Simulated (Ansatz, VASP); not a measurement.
# Two plane-wave programs on GaSb

```
Ga Sb
1.0
     0.00000    3.05561    3.05561
     3.05561    0.00000    3.05561
     3.05561    3.05561    0.00000
Ga Sb
1 1
Direct
  0.00000 0.00000 0.00000
  0.25000 0.25000 0.25000
```

Alike in both runs: task single point; functional PBEsol; k mesh 4 × 4 × 4; occupations gaussian, width 0.1 eV; no spin polarisation.

```csv
,VASP,Ansatz
version,VASP 6.6.1,Ansatz 0.2.0
potentials or method,"VASP PAW PBE potentials, release 64 (Ga_d, Sb), cutoff 500 eV","scalar-relativistic, plane waves, PAW"
valence electrons in the cell,18,28
```

|  | VASP | Ansatz | Ansatz less VASP |
| --- | --- | --- | --- |
| gap on the k mesh at the Fermi level (eV) | none | none | - |
| pressure (GPa) | 0.7 | 0.6 | -0.07 |

VASP's potentials were made for PBE, not for PBEsol. A gap of «none» marks a metal or a gap that the smearing closes. VASP's potentials hold 18 valence electrons a cell and Ansatz's 28, so a difference there can come from the potentials and not from the codes.

The k mesh is coarse, so the values compare programs but aren't converged. Neither program's run includes spin-orbit coupling.
